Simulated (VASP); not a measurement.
# ZnO (P6_3mc) in VASP: further runs

ZnO is run at these levels: PBE; tasks: relaxation of shape and atoms at fixed volume, single point.

Everything below comes from runs of VASP 6.6.1. Logs are shortened: lines on timing, memory, paths and dates and some standing lists are left out, and cuts for length are marked.

### 1 The cell of the first run

The structure is hexagonal, space group P6_3mc (No. 186). The conventional cell has a = 3.249 Å, b = 3.249 Å, c = 5.204 Å, α = 90.00°, β = 90.00°, γ = 120.00°. Within 2.6 Å of Zn (site symmetry 3m) lie 4 O at 1.97 to 1.99 Å. Within 2.6 Å of O (site symmetry 3m) lie 4 Zn at 1.97 to 1.99 Å.

### 2 Relaxation of shape and atoms at fixed volume, PBE

Input file INCAR:

```
SYSTEM = ZnO
ALGO = Normal
EDIFF = 1E-6
EDIFFG = -0.015
ENCUT = 600
GGA = PE
IBRION = 2
ISIF = 4
ISMEAR = 0
LASPH = .TRUE.
LCHARG = .FALSE.
LREAL = .FALSE.
LWAVE = .FALSE.
NELM = 80
NSW = 60
PREC = Accurate
SIGMA = 0.05
```

Input file KPOINTS:

```
k-points
0
G
  8 8 6
  0 0 0
```

Input file POSCAR:

```
ZnO
1.0
    3.2493988647      0.0000000000      0.0000000000
   -1.6246994323      2.8140619638      0.0000000000
    0.0000000000      0.0000000000      5.2038002255
Zn O
2 2
Direct
    0.3333333333      0.6666666667      0.0000000000
    0.6666666667      0.3333333333      0.5000000000
    0.3333333333      0.6666666667      0.3821000000
    0.6666666667      0.3333333333      0.8821000000
```

Potentials or basis: VASP PAW PBE potentials, release 64 (Zn, O).

Command:

```console
> cat potpaw_PBE.64/Zn/POTCAR potpaw_PBE.64/O/POTCAR > POTCAR
> mpirun -np 1 vasp_std > vasp.out
```

OUTCAR:

```text
SYSTEM = ZnO
   EDIFF = 1E-6
   EDIFFG = -0.015
   ENCUT = 600
   GGA = PE
   IBRION = 2
   ISIF = 4
   ISMEAR = 0
   LASPH = .TRUE.
   LREAL = .FALSE.
   NELM = 80
   NSW = 60
   PREC = Accurate

 ion  position               nearest neighbor table
   1  0.333  0.667  0.000-   4 1.97   4 1.97   4 1.97   3 1.99
   2  0.667  0.333  0.500-   3 1.97   3 1.97   3 1.97   4 1.99
   3  0.333  0.667  0.382-   2 1.97   2 1.97   2 1.97   1 1.99
   4  0.667  0.333  0.882-   1 1.97   1 1.97   1 1.97   2 1.99

  LATTYP: Found a hexagonal cell.
 ALAT       =     3.2493988647
 C/A-ratio  =     1.6014655148

  Lattice vectors:

 A1 = (   3.2493988647,   0.0000000000,   0.0000000000)
 A2 = (  -1.6246994323,   2.8140619638,   0.0000000000)
 A3 = (   0.0000000000,   0.0000000000,   5.2038002255)

Analysis of symmetry for initial positions (statically):
=====================================================================
 Subroutine PRICEL returns:
 Original cell was already a primitive cell.

 Routine SETGRP: Setting up the symmetry group for a
 hexagonal supercell.

 Subroutine GETGRP returns: Found 12 space group operations
 (whereof  6 operations were pure point group operations)
 out of a pool of 24 trial point group operations.

The static configuration has the point symmetry C_3v.
 The point group associated with its full space group is C_6v.

Analysis of symmetry for dynamics (positions and initial velocities):
=====================================================================
 Subroutine PRICEL returns:
 Original cell was already a primitive cell.

 Routine SETGRP: Setting up the symmetry group for a
 hexagonal supercell.

 Subroutine GETGRP returns: Found 12 space group operations
 (whereof  6 operations were pure point group operations)
 out of a pool of 24 trial point group operations.

The dynamic configuration has the point symmetry C_3v.
 The point group associated with its full space group is C_6v.

 Subroutine INISYM returns: Found 12 space group operations
 (whereof  6 operations are pure point group operations),
 and found     1 'primitive' translations

----------------------------------------------------------------------------------------

                                     Primitive cell

  volume of cell :      47.5836

[... 98 lines left out ...]
   ISIF   =      4    stress and relaxation
   ISYM   =      2    0-nonsym 1-usesym 2-fastsym
   POTIM  = 0.5000    time-step for ionic-motion
   TEBEG  =    0.0;   TEEND  =   0.0 temperature during run
   PSTRESS=    0.0 pullay stress
   NELECT =      36.0000    total number of electrons
   NUPDOWN=      -1.0000    fix difference up-down
   EMIN   =  10.00;   EMAX   =-10.00  energy-range for DOS
   EFERMI =   0.00;   METHOD = LEGACY
   ISMEAR =     0;   SIGMA  =   0.05  broadening in eV -4-tet -1-fermi 0-gaus
   EFERMI_NEDOS =   21; number of points for ismear=-14 and -15
   IALGO  =     38    algorithm
   IMIX   =      4    mixing-type and parameters
     AMIX     =   0.40;   BMIX     =  1.00
     AMIX_MAG =   1.60;   BMIX_MAG =  1.00
  volume/ion in A,a.u.               =      11.90        80.28
  Fermi-wavevector in a.u.,A,eV,Ry     =   1.491729  2.818959 30.276433  2.225255
  Thomas-Fermi vector in A             =   2.604347
   LORBIT       =      0    0 simple, 1 ext, 2 COOP (PROOUT), +10 PAW based schemes
   GGA     = PE    functional components
   LHFCALC =     F    Hartree Fock is set to
   AEXX    =    0.0000 exact exchange contribution
   IVDW    =     0    specifies the selected vdW correction
   LEPSILON=     F    determine dielectric tensor
   LRPA    =     F    only Hartree local field effects (RPA)
 conjugate gradient relaxation of ions
 non-spin polarized calculation
 Gauss-broadening in eV      SIGMA  =   0.05
  energy-cutoff  :      600.00
  volume of cell :       47.58
 maximum number of plane-waves:      1617
 NGX is ok and might be reduce to    28
   NGX = 13   NGY = 13   NGZ = 21

--------------------------------------- Ionic step        1  -------------------------------------------

 number of electron      36.0000006 magnetization

 Free energy of the ion-electron system (eV)
  ---------------------------------------------------
  ext. energy  EPLUGINS =         0.00000000
  ---------------------------------------------------
  free energy    TOTEN  =       -17.82614091 eV

  energy without entropy =      -17.82614091  energy(sigma->0) =      -17.82614091

------------------------ aborting loop because EDIFF is reached ----------------------------------------

  FORCE on cell =-STRESS in cart. coord.  units (eV):
  Direction    XX          YY          ZZ          XY          YZ          ZX
  --------------------------------------------------------------------------------------
  -------------------------------------------------------------------------------------
  Total        1.7151060      1.7151060      1.7909525      0.0000000      0.0000000      0.0000000
  in kB       57.7489725     57.7489725     60.3027835      0.0000000      0.0000000      0.0000000
  external PRESSURE =      58.6002428 kB  Pullay stress =       0.0000000 kB
[... 139 lines left out ...]
--------------------------------------- Ionic step        5  -------------------------------------------

 number of electron      36.0000006 magnetization

 Free energy of the ion-electron system (eV)
  ---------------------------------------------------
  ext. energy  EPLUGINS =         0.00000000
  ---------------------------------------------------
  free energy    TOTEN  =       -17.82684713 eV

  energy without entropy =      -17.82684713  energy(sigma->0) =      -17.82684713

 E-fermi :   1.4689     XC(G=0): -10.9132

 val. band max:        1.2097137751   @ k =   0.0000   0.0000   0.0000
 cond. band min:       1.9906643731   @ k =   0.0000   0.0000   0.0000
 fundamental gap:      0.7809505980
 Fermi energy:         1.4689455368

 k-point     1 :       0.0000    0.0000    0.0000
  band No.  band energies     occupation
      1     -16.8888      2.00000
      2     -16.1688      2.00000
      3      -4.4922      2.00000
      4      -4.4922      2.00000
      5      -4.4470      2.00000
      6      -4.4415      2.00000
[... 589 lines left out ...]
     21       9.7331      0.00000
     22       9.9505      0.00000

 [... further k-points ...]

------------------------ aborting loop because EDIFF is reached ----------------------------------------

  FORCE on cell =-STRESS in cart. coord.  units (eV):
  Direction    XX          YY          ZZ          XY          YZ          ZX
  --------------------------------------------------------------------------------------
  -------------------------------------------------------------------------------------
  Total        1.7411012      1.7411012      1.7249338      0.0000000      0.0000000      0.0000000
  in kB       58.6242505     58.6242505     58.0798823      0.0000000      0.0000000      0.0000000
  external PRESSURE =      58.4427945 kB  Pullay stress =       0.0000000 kB
[... 19 lines left out ...]
  FREE ENERGIE OF THE ION-ELECTRON SYSTEM (eV)
  ---------------------------------------------------
  free  energy   TOTEN  =       -17.8268471343 eV

  energy  without entropy=      -17.8268471343  energy(sigma->0) =      -17.82684713

 reached required accuracy - stopping structural energy minimisation
```

It took 2 min on 1 thread of Intel Xeon Platinum 8259CL at 2.50GHz (Skylake/Cascade Lake), shared host; peak memory 0.2 GiB.

Results:

```
Free energy                  : -17.8268 eV
Energy gained by relaxing    : 0.2 meV/atom
Ionic steps                  : 5
Pressure after relaxing      : 5.8 GPa
Largest force after relaxing : 0.004 eV/Å
Band gap on the k mesh       : 0.78 eV, direct
```

Forces in eV/Å, atoms in the order of the input:
```
Zn   0.000  0.000  0.004
Zn   0.000  0.000  0.004
O    0.000  0.000 -0.004
O    0.000  0.000 -0.004
```

Step by step:
| step | energy change (eV) | largest force (eV/Å) | pressure (GPa) | volume (Å³) |
| --- | --- | --- | --- | --- |
| 1 | 0.0000 | 0.0324 | 5.86 | 47.58 |
| 2 | -0.0002 | 0.0205 | 5.83 | 47.58 |
| 3 | -0.0005 | 0.0164 | 5.84 | 47.58 |
| 4 | -0.0007 | 0.0066 | 5.84 | 47.58 |
| 5 | -0.0007 | 0.0043 | 5.84 | 47.58 |

Final structure:
```yaml
crystal:
  lattice:
    - [3.24104, 0.00000, 0.00000]
    - [-1.62052, 2.80682, 0.00000]
    - [0.00000, 0.00000, 5.23067]
  atoms:
    - { symbol: Zn, position: [0.33333, 0.66667, 0.00147] }
    - { symbol: Zn, position: [0.66667, 0.33333, 0.50147] }
    - { symbol: O, position: [0.33333, 0.66667, 0.38063] }
    - { symbol: O, position: [0.66667, 0.33333, 0.88063] }
```

As with any semilocal functional, this PBE gap is likely too small.

### 3 Single point, PBE

Input file INCAR:

```
SYSTEM = ZnO
  ALGO = Normal
  EDIFF = 1E-6
  ENCUT = 910
  GGA = PE
  GGA_COMPAT = .FALSE.
  ISIF = 2
  ISMEAR = 0
  LASPH = .TRUE.
  LCHARG = .FALSE.
  LREAL = .FALSE.
  LWAVE = .FALSE.
  NBANDS = 26
  NELM = 120
  PREC = Accurate
  SIGMA = 0.05
```

Input file KPOINTS:

```
k-points
0
G
  4 4 4
  0 0 0
```

Input file POSCAR:

```
ZnO
1.0
    3.2419811878      0.0000000000      0.0000000000
   -1.6209905939      2.8076380673      0.0000000000
    0.0000000000      0.0000000000      5.2276401338
Zn O
2 2
Direct
    0.3333333333      0.6666666667      0.0014489149
    0.6666666667      0.3333333333      0.5014489149
    0.3333333333      0.6666666667      0.3806510851
    0.6666666667      0.3333333333      0.8806510851
```

Potentials or basis: VASP PAW PBE potentials, release 64 (Zn, O_h).

Command:

```console
> cat potpaw_PBE.64/Zn/POTCAR potpaw_PBE.64/O_h/POTCAR > POTCAR
> mpirun -np 1 vasp_std > vasp.out
```

OUTCAR:

```text
SYSTEM = ZnO
   EDIFF = 1E-6
   ENCUT = 910
   GGA = PE
   ISIF = 2
   ISMEAR = 0
   LASPH = .TRUE.
   LREAL = .FALSE.
   NELM = 120
   PREC = Accurate

 ion  position               nearest neighbor table
   1  0.333  0.667  0.001-   4 1.98   4 1.98   4 1.98   3 1.98
   2  0.667  0.333  0.501-   3 1.98   3 1.98   3 1.98   4 1.98
   3  0.333  0.667  0.381-   2 1.98   2 1.98   2 1.98   1 1.98
   4  0.667  0.333  0.881-   1 1.98   1 1.98   1 1.98   2 1.98

  LATTYP: Found a hexagonal cell.
 ALAT       =     3.2419811878
 C/A-ratio  =     1.6124831796

  Lattice vectors:

 A1 = (   3.2419811878,   0.0000000000,   0.0000000000)
 A2 = (  -1.6209905939,   2.8076380673,   0.0000000000)
 A3 = (   0.0000000000,   0.0000000000,   5.2276401338)

Analysis of symmetry for initial positions (statically):
=====================================================================
 Subroutine PRICEL returns:
 Original cell was already a primitive cell.

 Routine SETGRP: Setting up the symmetry group for a
 hexagonal supercell.

 Subroutine GETGRP returns: Found 12 space group operations
 (whereof  6 operations were pure point group operations)
 out of a pool of 24 trial point group operations.

The static configuration has the point symmetry C_3v.
 The point group associated with its full space group is C_6v.

Analysis of symmetry for dynamics (positions and initial velocities):
=====================================================================
 Subroutine PRICEL returns:
 Original cell was already a primitive cell.

 Routine SETGRP: Setting up the symmetry group for a
 hexagonal supercell.

 Subroutine GETGRP returns: Found 12 space group operations
 (whereof  6 operations were pure point group operations)
 out of a pool of 24 trial point group operations.

The dynamic configuration has the point symmetry C_3v.
 The point group associated with its full space group is C_6v.

 Subroutine INISYM returns: Found 12 space group operations
 (whereof  6 operations are pure point group operations),
 and found     1 'primitive' translations

----------------------------------------------------------------------------------------

                                     Primitive cell

  volume of cell :      47.5836

  direct lattice vectors                    reciprocal lattice vectors
     3.241981188  0.000000000  0.000000000     0.308453363  0.178085632  0.000000000
    -1.620990594  2.807638067  0.000000000     0.000000000  0.356171264  0.000000000
     0.000000000  0.000000000  5.227640134     0.000000000  0.000000000  0.191290903

  length of vectors
     3.241981188  3.241981188  5.227640134     0.356171264  0.356171264  0.191290903

  position of ions in fractional coordinates (direct lattice)
     0.333333333  0.666666667  0.001448915
     0.666666667  0.333333333  0.501448915
     0.333333333  0.666666667  0.380651085
     0.666666667  0.333333333  0.880651085

  ion indices of the primitive-cell ions
   primitive index   ion index
                 1           1
[... 23 lines left out ...]
     0.000000000  0.000000000  0.000000000

 Subroutine IBZKPT returns following result:
 ===========================================

 Found     12 irreducible k-points:

 Following reciprocal coordinates:
            Coordinates               Weight
  0.000000  0.000000  0.000000      1.000000
  0.250000 -0.000000  0.000000      6.000000
  0.500000 -0.000000  0.000000      3.000000
  0.250000  0.250000  0.000000      6.000000
  0.000000  0.000000  0.250000      2.000000
  0.250000 -0.000000  0.250000     12.000000
  0.500000 -0.000000  0.250000      6.000000
  0.250000  0.250000  0.250000     12.000000
  0.000000  0.000000  0.500000      1.000000
  0.250000 -0.000000  0.500000      6.000000
  0.500000 -0.000000  0.500000      3.000000
  0.250000  0.250000  0.500000      6.000000
   k-points           NKPTS =     12   k-points in BZ     NKDIM =     12   number of bands    NBANDS=     26
   number of dos      NEDOS =    301   number of ions     NIONS =      4
   total plane-waves  NPLWV =  55296
   dimension x,y,z NGX =    32 NGY =   32 NGZ =   54
   dimension x,y,z NGXF=    64 NGYF=   64 NGZF=  108
   ions per type =               2   2
   NGX,Y,Z   is equivalent  to a cutoff of  16.41, 16.41, 17.17 a.u.
   NGXF,Y,Z  is equivalent  to a cutoff of  32.82, 32.82, 34.35 a.u.
 SYSTEM =  ZnO
   PREC   = accura    normal or accurate (medium, high low for compatibility)
   ISTART =      0    job   : 0-new  1-cont  2-samecut
   ICHARG =      2    charge: 1-file 2-atom 10-const
   ISPIN  =      1    spin polarized calculation?
   LNONCOLLINEAR =      F non collinear calculations
   LSORBIT =      F    spin-orbit coupling
   LASPH  =      T    aspherical Exc in radial PAW
   ENCUT  =  910.0 eV  66.88 Ry    8.18 a.u.   7.97  7.97 12.86*2*pi/ulx,y,z
   NELM   =    120;   NELMIN=  2; NELMDL= -5     # of ELM steps
   EDIFF  = 0.1E-05   stopping-criterion for ELM
   LREAL  =      F    real-space projection
   EDIFFG = 0.1E-04   stopping-criterion for IOM
   NSW    =      0    number of steps for IOM
   IBRION =     -1    ionic relax: 0-MD 1-quasi-New 2-CG
   NFREE  =      0    steps in history (QN), initial steepest desc. (CG)
   ISIF   =      2    stress and relaxation
   ISYM   =      2    0-nonsym 1-usesym 2-fastsym
   POTIM  = 0.5000    time-step for ionic-motion
   TEBEG  =    0.0;   TEEND  =   0.0 temperature during run
   PSTRESS=    0.0 pullay stress
   NELECT =      36.0000    total number of electrons
   NUPDOWN=      -1.0000    fix difference up-down
   EMIN   =  10.00;   EMAX   =-10.00  energy-range for DOS
   EFERMI =   0.00;   METHOD = LEGACY
   ISMEAR =     0;   SIGMA  =   0.05  broadening in eV -4-tet -1-fermi 0-gaus
   EFERMI_NEDOS =   21; number of points for ismear=-14 and -15
   IALGO  =     38    algorithm
   IMIX   =      4    mixing-type and parameters
     AMIX     =   0.40;   BMIX     =  1.00
     AMIX_MAG =   1.60;   BMIX_MAG =  1.00
  volume/ion in A,a.u.               =      11.90        80.28
  Fermi-wavevector in a.u.,A,eV,Ry     =   1.491729  2.818959 30.276433  2.225255
  Thomas-Fermi vector in A             =   2.604347
   LORBIT       =      0    0 simple, 1 ext, 2 COOP (PROOUT), +10 PAW based schemes
   GGA     = PE    functional components
   LHFCALC =     F    Hartree Fock is set to
   AEXX    =    0.0000 exact exchange contribution
   IVDW    =     0    specifies the selected vdW correction
   LEPSILON=     F    determine dielectric tensor
   LRPA    =     F    only Hartree local field effects (RPA)
 non-spin polarized calculation
 Gauss-broadening in eV      SIGMA  =   0.05
  energy-cutoff  :      910.00
  volume of cell :       47.58
 maximum number of plane-waves:      2986
 NGX is ok and might be reduce to    32
   NGX = 15   NGY = 15   NGZ = 25

 number of electron      36.0000001 magnetization

 Free energy of the ion-electron system (eV)
  ---------------------------------------------------
  ext. energy  EPLUGINS =         0.00000000
  ---------------------------------------------------
  free energy    TOTEN  =       -17.81430872 eV

  energy without entropy =      -17.81430872  energy(sigma->0) =      -17.81430872

 E-fermi :   1.8461     XC(G=0): -10.9128

 val. band max:        1.5451441248   @ k =   0.0000   0.0000   0.0000
 cond. band min:       2.3207271971   @ k =   0.0000   0.0000   0.0000
 fundamental gap:      0.7755830724
 Fermi energy:         1.8460977365

 k-point     1 :       0.0000    0.0000    0.0000
  band No.  band energies     occupation
      1     -16.5524      2.00000
      2     -15.8303      2.00000
      3      -4.1610      2.00000
      4      -4.1610      2.00000
      5      -4.1174      2.00000
      6      -4.1094      2.00000
[... 337 lines left out ...]
     25      15.8885      0.00000
     26      15.8885      0.00000

------------------------ aborting loop because EDIFF is reached ----------------------------------------

  FORCE on cell =-STRESS in cart. coord.  units (eV):
  Direction    XX          YY          ZZ          XY          YZ          ZX
  --------------------------------------------------------------------------------------
  -------------------------------------------------------------------------------------
  Total        1.7219181      1.7219181      1.6773757      0.0000000      0.0000000     -0.0000000
  in kB       57.9783401     57.9783401     56.4785633      0.0000000      0.0000000     -0.0000000
  external PRESSURE =      57.4784145 kB  Pullay stress =       0.0000000 kB

 VOLUME and BASIS-vectors are now :
 -----------------------------------------------------------------------------
  energy-cutoff  :      910.00
  volume of cell :       47.58
      direct lattice vectors                 reciprocal lattice vectors
     3.241981188  0.000000000  0.000000000     0.308453363  0.178085632  0.000000000
    -1.620990594  2.807638067  0.000000000     0.000000000  0.356171264  0.000000000
     0.000000000  0.000000000  5.227640134     0.000000000  0.000000000  0.191290903

 POSITION                                       TOTAL-FORCE (eV/Angst)
 -----------------------------------------------------------------------------------
     -0.00000      1.87176      0.00757         0.000000     -0.000000      0.002521
      1.62099      0.93588      2.62139        -0.000000      0.000000      0.002521
     -0.00000      1.87176      1.98991         0.000000     -0.000000     -0.002521
      1.62099      0.93588      4.60373        -0.000000      0.000000     -0.002521
 -----------------------------------------------------------------------------------
    total drift:                               -0.000000     -0.000000      0.000460

  FREE ENERGIE OF THE ION-ELECTRON SYSTEM (eV)
  ---------------------------------------------------
  free  energy   TOTEN  =       -17.8143087193 eV

  energy  without entropy=      -17.8143087193  energy(sigma->0) =      -17.81430872
```

stdout:

```text
POSCAR found type information on POSCAR ZnO
 POSCAR found :  2 types and       4 ions
 scaLAPACK will be used
 LDA part: xc-table for (Slater+PW92), standard interpolation
 POSCAR, INCAR and KPOINTS ok, starting setup
 FFT: planning ... GRIDC
 FFT: planning ... GRID_SOFT
 FFT: planning ... GRID
 WAVECAR not read
 entering main loop
```

Run time: 31 s. Hardware: 1 thread of Intel Xeon 6975P-C (Granite Rapids), shared host; peak memory 0.23 GiB.

Results:

- Free energy: -17.8143 eV
- Pressure: 5.7 GPa
- Band gap on the k mesh: 0.78 eV, direct

Forces on the atoms (eV/Å):
```
Zn   0.000  0.000  0.003
Zn   0.000  0.000  0.003
O    0.000  0.000 -0.003
O    0.000  0.000 -0.003
```

Stress tensor (GPa, compression positive):
```
5.80 0.00 0.00
0.00 5.80 0.00
0.00 0.00 5.65
```

Caveat: the k points lie up to 0.56 Å⁻¹ apart; the cutoff is under 1.25 times the usual one of these potentials, so pressure, stress and relaxed cells hold a basis-set (Pulay) error.

[end of part 1 of 2]
